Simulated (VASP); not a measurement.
Set up this calculation in VASP 6.6.1, as the native input.

| Item | Value |
| --- | --- |
| Task | electric field gradients |
| Functional | PBE |
| Potentials or basis | VASP PAW PBE potentials, release 64 (K_sv, F) |
| Cutoff | 520 eV |
| k mesh | 8 × 8 × 8 |
| Occupations | fermi-dirac, width 0.03 eV |
| Spin | no spin polarisation |
| Dipole correction | no |
| Further INCAR settings | ALGO = Normal; EDIFF = 1e-08; NBANDS = 15 |

The structure of KF lies in POSCAR:

```
KF
1.0
    0.0000000000      2.6999720186      2.6999720186
    2.6999720186      0.0000000000      2.6999720186
    2.6999720186      2.6999720186      0.0000000000
K F
1 1
Direct
    0.0000000000      0.0000000000      0.0000000000
    0.5000000000      0.5000000000      0.5000000000
```

This cell differs from its parent crystal: volume scaled by 1.03.

These files were run (other wordings do the same):

INCAR

```
SYSTEM = KF
ALGO = Normal
EDIFF = 1E-8
ENCUT = 520
GGA = PE
ISIF = 2
ISMEAR = -1
LASPH = .TRUE.
LCHARG = .FALSE.
LEFG = .TRUE.
LREAL = .FALSE.
LWAVE = .FALSE.
NBANDS = 15
NELM = 100
PREC = Accurate
SIGMA = 0.03
```

KPOINTS

```
k-points
0
G
  8 8 8
  0 0 0
```

Potentials or basis: VASP PAW PBE potentials, release 64 (K_sv, F).

Command:

```console
$ cat potpaw_PBE.64/K_sv/POTCAR potpaw_PBE.64/F/POTCAR > POTCAR
$ mpirun -np 1 vasp_std > vasp.out
```

It gave:

```json
{
 "Pressure": "0.4 GPa",
 "Band gap on the k mesh": "6.00 eV, direct"
}
```

Caveat: without QUAD_EFG the Cq values of the log hold for a quadrupole moment of 1 mb, not for the nuclei.

Wall time 13 s on 1 thread of Intel(R) Xeon(R) 6975P-C (Granite Rapids) (shared host), peak memory 0.16 GiB.
